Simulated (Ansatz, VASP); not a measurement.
## Two plane-wave programs on Sr

```
Sr
1.0
     4.26443    0.00000    0.00000
    -2.13221    3.69310    0.00000
     0.00000    0.00000   13.97521
Sr
4
Cartesian
  0.0000 0.0000 0.0000
  0.0000 2.4621 3.4938
  0.0000 0.0000 6.9876
  2.1322 1.2310 10.4814
```

Alike in both runs: functional PBE; k mesh 12 × 12 × 4; occupations gaussian, width 0.1 eV; no spin polarisation.

Ansatz relaxed the structure, and its values are those at the end. VASP's run is a single point on that final structure, the one shown.

```csv
,VASP,Ansatz
version,VASP 6.6.1,Ansatz 0.2.0
potentials or method,"VASP PAW PBE potentials, release 64 (Sr_sv), cutoff 520 eV","scalar-relativistic, plane waves, PAW"
valence electrons in the cell,40,40
```

|  | VASP | Ansatz | Ansatz less VASP |
| --- | --- | --- | --- |
| gap on the k mesh at the Fermi level (eV) | none | none | - |
| pressure (GPa) | 0.0 | 0.0 | 0.00 |

A gap of «none» marks a metal or a gap that the smearing closes.
